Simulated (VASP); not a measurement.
Runs of VASP 6.6.1 on NaF. The structure is that of space group Fm-3m (No. 225), or close to it. The cells are those of the table. 

```csv
level,cell,k mesh,smearing,gap on the mesh (eV),pressure (GPa)
PBE,"a = 3.184 Å, angles 60.0°, 2 atoms",6 × 6 × 6,gaussian 0.01 eV,6.79,7.8
PBE,"a = 3.249, b = 3.249, c = 3.289 Å, angles 59.6, 59.6, 59.2°, 2 atoms",6 × 6 × 6,gaussian 0.01 eV,6.40,(c)
PBE,"a = 3.249, b = 3.314, c = 3.314 Å, angles 58.7, 60.7, 60.7°, 2 atoms",10 × 10 × 10,fermi-dirac 0.02 eV,(a),1.5
r2SCAN,"a = 3.184 Å, angles 60.0°, 2 atoms",10 × 10 × 10,gaussian 0.01 eV,7.69,3.1
PBE,"a = 3.229, b = 3.229, c = 3.184 Å, angles 60.5, 60.5, 59.1°, 2 atoms",6 × 6 × 6,gaussian 0.01 eV,(b),5.8
```

Alike in all rows: task single point; potentials or basis VASP PAW PBE potentials, release 64 (Na_pv, F); no spin polarisation; cutoff (eV) 520.

Estimate the missing entries.

(a) 6.22; (b) 6.62; (c) 3.5.

Caveats: the PAW data sets were made with another functional, which shifts forces and pressure a little (some runs).

A k mesh can miss the band edges.
